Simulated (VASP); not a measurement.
# GaSb (I-4m2) in VASP: notebook

Aim: see how the results for GaSb move with the level of theory and the settings. Levels: PBEsol+D3(BJ), LDA, PBEsol. Tasks: single point, relaxation of cell and atoms.

Program: VASP 6.6.1. These are calculated values, not measurements. Logs are shortened: lines on timing, memory, paths and dates and some standing lists are left out, and cuts for length are marked.

## (1) The cell of the first run

Symmetry: I-4m2, No. 119, tetragonal system. Conventional cell: a = 5.333 Å, b = 5.333 Å, c = 3.068 Å, α = 90.00°, β = 90.00°, γ = 90.00°. Ga (site symmetry -4m2) has 8 Sb at 2.77 to 3.52 Å and 2 Ga at 3.07 Å within 3.7 Å. Sb (site symmetry -4m2) has 8 Ga at 2.77 to 3.52 Å and 2 Sb at 3.07 Å within 3.7 Å.

## (2) Single point, PBEsol+D3(BJ)

File INCAR:

```
PREC = Accurate ; ENCUT = 500
EDIFF = 1E-6 ; ISMEAR = -1
SIGMA = 0.1 ; LREAL = F
LASPH = T ; NELM = 120
ALGO = Normal ; ISIF = 2
LWAVE = F ; LCHARG = T
GGA = PS ; IVDW = 12
LELF = T ; LVHAR = T
NBANDS = 16 ; GGA_COMPAT = F
```

File KPOINTS:

```
Automatic mesh
0
Gamma
  8 8 8
```

File POSCAR:

```
GaSb
1.0
   -2.6666178529      2.6666178529      1.5340410268
    2.6666178529     -2.6666178529      1.5340410268
    2.6666178529      2.6666178529     -1.5340410268
Ga Sb
1 1
Direct
    0.2500000000      0.7500000000      0.5000000000
    0.0000000000      0.0000000000      0.0000000000
```

Potentials or basis: VASP PAW PBE potentials, release 64 (Ga_d, Sb).

Launch:

```sh
> cat potpaw_PBE.64/Ga_d/POTCAR potpaw_PBE.64/Sb/POTCAR > POTCAR
> mpirun -np 1 vasp_std > vasp.out
```

OUTCAR:

```text
PREC = Accurate
   ENCUT = 500
   EDIFF = 1E-6
   ISMEAR = -1
   LREAL = F
   LASPH = T
   NELM = 120
   ISIF = 2
   GGA = PS
   IVDW = 12
 IVDW          = 12

 ion  position               nearest neighbor table
   1  0.250  0.750  0.500-   2 2.77   2 2.77   2 2.77   2 2.77
   2  0.000  0.000  0.000-   1 2.77   1 2.77   1 2.77   1 2.77

  LATTYP: Found a body centered tetragonal cell.
 ALAT       =     5.3332357058
 C/A-ratio  =     0.5752759156

  Lattice vectors:

 A1 = (  -2.6666178529,   2.6666178529,   1.5340410268)
 A2 = (   2.6666178529,  -2.6666178529,   1.5340410268)
 A3 = (   2.6666178529,   2.6666178529,  -1.5340410268)

Analysis of symmetry for initial positions (statically):
=====================================================================
 Subroutine PRICEL returns:
 Original cell was already a primitive cell.

 Routine SETGRP: Setting up the symmetry group for a
 body centered tetragonal supercell.

 Subroutine GETGRP returns: Found  8 space group operations
 (whereof  8 operations were pure point group operations)
 out of a pool of 16 trial point group operations.

The static configuration has the point symmetry D_2d.

Analysis of symmetry for dynamics (positions and initial velocities):
=====================================================================
 Subroutine PRICEL returns:
 Original cell was already a primitive cell.

 Routine SETGRP: Setting up the symmetry group for a
 body centered tetragonal supercell.

 Subroutine GETGRP returns: Found  8 space group operations
 (whereof  8 operations were pure point group operations)
 out of a pool of 16 trial point group operations.

The dynamic configuration has the point symmetry D_2d.

 Subroutine INISYM returns: Found  8 space group operations
 (whereof  8 operations are pure point group operations),
 and found     1 'primitive' translations

----------------------------------------------------------------------------------------

                                     Primitive cell

  volume of cell :      43.6333

  direct lattice vectors                    reciprocal lattice vectors
    -2.666617853  2.666617853  1.534041027     0.000000000  0.187503432  0.325936524
     2.666617853 -2.666617853  1.534041027     0.187503432  0.000000000  0.325936524
     2.666617853  2.666617853 -1.534041027     0.187503432  0.187503432  0.000000000

  length of vectors
     4.071238561  4.071238561  4.071238561     0.376021482  0.376021482  0.265169897

  position of ions in fractional coordinates (direct lattice)
[... 79 lines left out ...]
   EDIFF  = 0.1E-05   stopping-criterion for ELM
   LREAL  =      F    real-space projection
   EDIFFG = 0.1E-04   stopping-criterion for IOM
   NSW    =      0    number of steps for IOM
   IBRION =     -1    ionic relax: 0-MD 1-quasi-New 2-CG
   NFREE  =      0    steps in history (QN), initial steepest desc. (CG)
   ISIF   =      2    stress and relaxation
   ISYM   =      2    0-nonsym 1-usesym 2-fastsym
   POTIM  = 0.5000    time-step for ionic-motion
   TEBEG  =    0.0;   TEEND  =   0.0 temperature during run
   PSTRESS=    0.0 pullay stress
   NELECT =      18.0000    total number of electrons
   NUPDOWN=      -1.0000    fix difference up-down
   EMIN   =  10.00;   EMAX   =-10.00  energy-range for DOS
   EFERMI =   0.00;   METHOD = LEGACY
   ISMEAR =    -1;   SIGMA  =   0.10  broadening in eV -4-tet -1-fermi 0-gaus
   EFERMI_NEDOS =   21; number of points for ismear=-14 and -15
   IALGO  =     38    algorithm
   IMIX   =      4    mixing-type and parameters
     AMIX     =   0.40;   BMIX     =  1.00
     AMIX_MAG =   1.60;   BMIX_MAG =  1.00
  volume/ion in A,a.u.               =      21.82       147.23
  Fermi-wavevector in a.u.,A,eV,Ry     =   1.218689  2.302988 20.207406  1.485202
  Thomas-Fermi vector in A             =   2.353967
   LORBIT       =      0    0 simple, 1 ext, 2 COOP (PROOUT), +10 PAW based schemes
   GGA     = PS    functional components
   LHFCALC =     F    Hartree Fock is set to
   AEXX    =    0.0000 exact exchange contribution
   IVDW    =    12    specifies the selected vdW correction
   LEPSILON=     F    determine dielectric tensor
   LRPA    =     F    only Hartree local field effects (RPA)
 non-spin polarized calculation
  energy-cutoff  :      500.00
  volume of cell :       43.63
 maximum number of plane-waves:      1141
 NGX is ok and might be reduce to    30
   NGX = 15   NGY = 15   NGZ = 15

 number of electron      18.0000011 magnetization

 Free energy of the ion-electron system (eV)
  ---------------------------------------------------
  ext. energy  EPLUGINS =         0.00000000
  ---------------------------------------------------
  free energy    TOTEN  =        -7.88761465 eV

  energy without entropy =       -7.86311927  energy(sigma->0) =       -7.87536696

 E-fermi :   7.5832     XC(G=0): -10.8252

 val. band max:        7.5140008291   @ k =   0.1250   0.1250   0.1250
 cond. band min:       7.5953932219   @ k =   0.1250   0.1250   0.0000
 fundamental gap:      0.0813923929
 Fermi energy:         7.5832305697

 k-point     1 :       0.0000    0.0000    0.0000
  band No.  band energies     occupation
      1      -7.4434      2.00000
      2      -7.3464      2.00000
      3      -7.3406      2.00000
      4      -7.2941      2.00000
      5      -7.2941      2.00000
      6      -5.1434      2.00000
[... 433 lines left out ...]
      3      -7.3565      2.00000
      4      -7.3072      2.00000
      5      -7.2600      2.00000
      6      -0.7243      2.00000
[... 8 lines left out ...]
     15      16.7215      0.00000
     16      17.3709      0.00000

 [... further k-points ...]

------------------------ aborting loop because EDIFF is reached ----------------------------------------

 Edisp (eV)   -0.84435

 E8    (eV) :    -0.5813

  FORCE on cell =-STRESS in cart. coord.  units (eV):
  Direction    XX          YY          ZZ          XY          YZ          ZX
  --------------------------------------------------------------------------------------
  -------------------------------------------------------------------------------------
  Total      -0.00465    -0.00465    -0.00876     0.00000     0.00000     0.00000
  in kB      -0.17075    -0.17075    -0.32156     0.00000     0.00000     0.00000
  external pressure =       -0.22 kB  Pullay stress =        0.00 kB

 VOLUME and BASIS-vectors are now :
 -----------------------------------------------------------------------------
  energy-cutoff  :      500.00
  volume of cell :       43.63
      direct lattice vectors                 reciprocal lattice vectors
    -2.666617853  2.666617853  1.534041027     0.000000000  0.187503432  0.325936524
     2.666617853 -2.666617853  1.534041027     0.187503432  0.000000000  0.325936524
     2.666617853  2.666617853 -1.534041027     0.187503432  0.187503432  0.000000000

 POSITION                                       TOTAL-FORCE (eV/Angst)
 -----------------------------------------------------------------------------------
      2.66662      0.00000      0.76702         0.000000     -0.000000      0.000000
      0.00000      0.00000      0.00000        -0.000000      0.000000     -0.000000
 -----------------------------------------------------------------------------------
    total drift:                                0.000000     -0.000000      0.000000

  FREE ENERGIE OF THE ION-ELECTRON SYSTEM (eV)
  ---------------------------------------------------
  free  energy   TOTEN  =        -8.7319597839 eV

  energy  without entropy=       -8.7074643999  energy(sigma->0) =       -8.71971209
```

OSZICAR:

```text
N       E                     dE             d eps       ncg     rms          rms(c)
DAV:   1     0.836175938352E+02    0.83618E+02   -0.81643E+03  1888   0.151E+03
DAV:   2    -0.173367585594E+01   -0.85351E+02   -0.82330E+02  2280   0.320E+02
DAV:   3    -0.782876905979E+01   -0.60951E+01   -0.60752E+01  2256   0.639E+01
DAV:   4    -0.793140722740E+01   -0.10264E+00   -0.10262E+00  2384   0.925E+00
DAV:   5    -0.793368969378E+01   -0.22825E-02   -0.22824E-02  2224   0.124E+00    0.279E+00
DAV:   6    -0.789738556471E+01    0.36304E-01   -0.61750E-02  2560   0.467E+00    0.157E+00
DAV:   7    -0.788825173921E+01    0.91338E-02   -0.12999E-02  2856   0.150E+00    0.336E-01
DAV:   8    -0.788762669676E+01    0.62504E-03   -0.17138E-03  2520   0.562E-01    0.304E-02
DAV:   9    -0.788761527890E+01    0.11418E-04   -0.83584E-05  2288   0.746E-02    0.173E-02
DAV:  10    -0.788761465466E+01    0.62423E-06   -0.73227E-06  2472   0.243E-02
   1 F= -.87319598E+01 E0= -.87197121E+01  d E =-.244954E-01
```

Wall time 43 s (1 thread of Intel Xeon 8259CL, shared host); peak memory 0.2 GiB.

What came out:

```
Free energy                : -8.7320 eV
Pressure                   : 0.0 GPa
Band gap on the k mesh     : zero (bands 9 and 10 overlap by 4.14 eV)
Dispersion energy per atom : -0.422 eV
```

Levels at points of the mesh, in eV from the Fermi level:
```
           k point  band 7  band 8  band 9  band 10  band 11  band 12
(0.00, 0.00, 0.00)   -2.67   -2.13   -2.13     3.20     5.73     7.65
(0.50, 0.00, 0.00)   -6.11   -2.48   -1.68    -1.31     2.23     3.53
(0.50, 0.50, 0.00)   -8.68    0.01    1.77     2.41     2.48     5.04
(0.50, 0.50, 0.50)   -6.24   -5.59   -5.59     3.80     5.19    11.45
```

Caveat: the PAW data sets were made with another functional, which shifts forces and pressure a little; spin-orbit coupling is left out, which moves the levels of the heavy elements.

(Continued in part 2 of 3.)
